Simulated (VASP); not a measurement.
A run of VASP 6.6.1:

File INCAR:

```
ALGO = Normal ; EDIFF = 1E-6
EDIFFG = -0.01 ; ENCUT = 600
GGA = PE ; IBRION = 2
ISIF = 3 ; ISMEAR = 0
LASPH = True ; LCHARG = False
LREAL = False ; LWAVE = False
NELM = 100 ; NSW = 100
PREC = Accurate ; SIGMA = 0.1
```

KPOINTS

```
k-points
0
Gamma
  12 12 12
```

The input POSCAR:

```
H4Os
1.0
    1.9145366396     -2.5105523744      0.0000000000
    1.9145366396      2.5105523744      0.0000000000
    0.0000000000      0.0000000000      3.0436425810
H Os
4 1
Direct
    0.6468513005      0.3531486995      0.0000000000
    0.3531486995      0.6468513005      0.0000000000
    0.7648678521      0.7648678521      0.5000000000
    0.2351321479      0.2351321479      0.5000000000
    0.0000000000      0.0000000000      0.0000000000
```

Potentials or basis: VASP PAW PBE potentials, release 64 (H, Os).

The run is started by

```console
$ cat potpaw_PBE.64/H/POTCAR potpaw_PBE.64/Os/POTCAR > POTCAR
$ mpirun -np 1 vasp_std > vasp.out
```

Hardware: 1 thread of Intel(R) Xeon(R) 6975P-C (Granite Rapids), with other jobs on the host.

Question: How long does it take, and how much memory?

Answer: It took 92 s on 1 thread of Intel(R) Xeon(R) 6975P-C (Granite Rapids), with other jobs on the host, peak memory 0.26 GiB. Counts: scf iterations 33, k points 301, ion steps 6.
